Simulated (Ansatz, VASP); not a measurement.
ZnSe: VASP beside Ansatz

```
CELL_PARAMETERS angstrom
3.93703 0.00000 0.00000
0.00000 5.56780 0.00000
0.00000 0.00000 19.93700
ATOMIC_POSITIONS crystal
Zn 0.25000 0.08418 0.42262
Zn 0.75000 0.66697 0.50000
Zn 0.25000 0.08418 0.57738
Se 0.75000 0.87794 0.39379
Se 0.25000 0.40880 0.50000
Se 0.75000 0.87794 0.60621
```

Alike in both runs: functional LDA; k mesh 7 × 5 × 1; occupations fermi-dirac, width 0.02 eV; no spin polarisation.

Ansatz relaxed the structure, and its values are those at the end. VASP's run is a single point on that final structure, the one shown.

```csv
,VASP,Ansatz
version,VASP 6.6.1,Ansatz 0.2.0
potentials or method,"VASP PAW LDA potentials, release 64 (Zn, Se), cutoff 520 eV","all-electron LAPW, scalar-relativistic"
```

```tsv
	VASP	Ansatz	Ansatz less VASP
gap on the k mesh at the Fermi level (eV)	1.92	1.90	-0.017
rms of the force components (eV/Å)	0.018	0.002	-0.0159
```

LDA's correlation is that of Perdew and Zunger in VASP and of Perdew and Wang (1992) in Ansatz. Ansatz ran all-electron here, and VASP with PAW potentials.
